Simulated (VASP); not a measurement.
Input of a VASP 6.6.1 run:

Contents of INCAR:

```
SYSTEM = Ru
ALGO     = Normal         ! electronic algorithm
EDIFF    = 1E-7           ! SCF threshold, eV
ENCUT    = 520            ! plane-wave cutoff, eV
GGA      = PS             ! functional
ISIF     = 2              ! what is computed and relaxed
ISMEAR   = -1             ! smearing method
LASPH    = .TRUE.         ! aspherical terms in the spheres
LCHARG   = .FALSE.        ! write CHGCAR
LREAL    = .FALSE.        ! projectors in reciprocal space
LWAVE    = .FALSE.        ! write WAVECAR
NBANDS   = 13             ! bands
NELM     = 100            ! most SCF steps
PREC     = Accurate       ! precision mode
SIGMA    = 0.1            ! smearing width, eV
```

File KPOINTS:

```
k-points
0
G
  21 21 21
  0 0 0
```

Contents of POSCAR:

```
Ru
1.0
    2.4809936697      0.0000000000      0.0000000000
    0.0000000000      2.4809936697      0.0000000000
    0.0000000000      0.0000000000      2.4809936697
Ru
1
Direct
    0.0000000000      0.0000000000      0.0000000000
```

Potentials or basis: VASP PAW PBE potentials, release 64 (Ru_pv).

Command:

```bash
$ cat potpaw_PBE.64/Ru_pv/POTCAR > POTCAR
$ mpirun -np 1 vasp_std > vasp.out
```

(1) Predict the pressure.

(2) Estimate the band gap on the k mesh.

Results:

(1) 0.2 GPa.

(2) zero (band 7 reaches 14.75 eV, above the bottom of band 8 at 9.85 eV).

Caveat: the PAW data sets were made with another functional, which shifts forces and pressure a little.
